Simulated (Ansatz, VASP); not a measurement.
## Two plane-wave programs on NaH

File POSCAR:

```
NaH
1.0
   -0.1797773728      2.3970316378      2.3131355305
    2.3970316378     -0.1797773728      2.3131355305
    2.2172542650      2.2172542650      0.0000000000
Na H
1 1
Direct
    0.0000000000      0.0000000000      0.0000000000
    0.5000000000      0.5000000000      0.5000000000
```

Contents of INCAR.step1:

```
SYSTEM = NaH
ALGO = Normal ; EDIFF = 1E-4
ENCUT = 520 ; GGA = PE
ISMEAR = -1 ; LASPH = .TRUE.
LCHARG = .FALSE. ; LREAL = .FALSE.
LWAVE = .TRUE. ; NBANDS = 11
NELM = 60 ; PREC = Accurate
SIGMA = 0.2
```

Contents of INCAR.step2:

```
SYSTEM = NaH
ALGO = Normal ; EDIFF = 1E-7
ENCUT = 520 ; ISIF = 2
ISMEAR = -1 ; ISTART = 1
LASPH = .TRUE. ; LCHARG = .FALSE.
LMIXTAU = .TRUE. ; LREAL = .FALSE.
LWAVE = .FALSE. ; METAGGA = R2SCAN
NBANDS = 11 ; NELM = 60
PREC = Accurate ; SIGMA = 0.2
```

File KPOINTS:

```
k-points
0
G
  8 8 8
  0 0 0
```

Input for Ansatz:

```yaml
crystal:
  lattice:
    - [-0.1797773728, 2.3970316378, 2.3131355305]
    - [2.3970316378, -0.1797773728, 2.3131355305]
    - [2.217254265, 2.217254265, 0.0]
  atoms:
    - { symbol: Na, position: [0.0, 0.0, 0.0] }
    - { symbol: H, position: [0.5, 0.5, 0.5] }
basis:
  ecutwfc: 520.0
kpoints:
  mp_grid: { grid: [8, 8, 8] }
hamiltonian:
  xc: r2scan
scf:
  occupations: { method: fermi_dirac, width: 0.2 }
output:
  forces: true
  stress: true
  eigenvalues: true
```

Change from the starting cell: engineering shear strain xy -0.1500, normal strain along z -0.0350.

Alike in both runs: task single point; functional r2SCAN; k mesh 8 × 8 × 8; occupations fermi-dirac, width 0.2 eV; no spin polarisation.

```csv
,VASP,Ansatz
version,VASP 6.6.1,Ansatz 0.2.0
potentials or method,"VASP PAW PBE potentials, release 64 (Na_pv, H), cutoff 520 eV","scalar-relativistic, plane waves, PAW"
valence electrons in the cell,8,10
```

|  | VASP | Ansatz | Ansatz less VASP |
| --- | --- | --- | --- |
| gap on the k mesh at the Fermi level (eV) | 3.93 | 3.91 | -0.017 |
| least direct gap on the mesh (eV) | 5.23 | 5.23 | +0.006 |
| pressure (GPa) | 0.8 | 1.1 | +0.32 |
| traceless stress, the component that is largest in VASP (GPa) | 3.56 | 3.56 | +0.001 |

VASP's potentials were made for PBE, not for r2SCAN. VASP's potentials hold 8 valence electrons a cell and Ansatz's 10, so a difference there can come from the potentials and not from the codes.
